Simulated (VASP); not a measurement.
Write the native input for VASP 6.6.1 that does the following.

- Task: single point
- Functional: PBEsol
- Dispersion: D3(BJ)
- Potentials or basis: VASP PAW PBE potentials, release 64 (Sb)
- Cutoff: 520 eV
- k mesh: 8 × 6 × 1
- Occupations: fermi-dirac, width 0.05 eV
- Spin: no spin polarisation
- Dipole correction: yes
- Further INCAR settings: ALGO = Normal; EDIFF = 1e-06; NBANDS = 20

The structure of Sb lies in POSCAR:

```
Sb
1.0
    3.1600000000      0.0000000000      0.0000000000
    0.0000000000      4.4689148571      0.0000000000
    0.0000000000      0.0000000000     23.9378297142
Sb
5
Direct
    0.0000000000      0.5000000000      0.3133116114
    0.0000000000      0.0000000000      0.4066558057
    0.0000000000      0.5000000000      0.4915341561
    0.0000000000      0.0000000000      0.5845483647
    0.0000000000      0.5000000000      0.6641490033
```

One way to write it, as run:

INCAR

```
SYSTEM = Sb
  ALGO = Normal
  DIPOL = 0.5 0.5 0.492
  EDIFF = 1E-6
  ENCUT = 520
  GGA = PS
  IDIPOL = 3
  ISIF = 2
  ISMEAR = -1
  IVDW = 12
  LASPH = .True.
  LCHARG = .False.
  LDIPOL = .True.
  LREAL = .False.
  LWAVE = .False.
  NBANDS = 20
  NELM = 100
  PREC = Accurate
  SIGMA = 0.05
```

KPOINTS

```
k-points
0
Gamma
  8 6 1
  0 0 0
```

Potentials or basis: VASP PAW PBE potentials, release 64 (Sb).

The run is started by

```sh
$ cat potpaw_PBE.64/Sb/POTCAR > POTCAR
$ mpirun -np 1 vasp_std > vasp.out
```

It gave:

```json
{
 "Largest force": "0.809 eV/Å",
 "Dispersion energy per atom": "-0.338 eV"
}
```

Caveat: three body term missing; the PAW data sets were made with another functional, which shifts forces and pressure a little.

Run time: 3.7 min on 1 thread of Intel(R) Xeon(R) Platinum 8259CL CPU @ 2.50GHz (Skylake/Cascade Lake), on a shared host, peak memory 0.42 GiB.
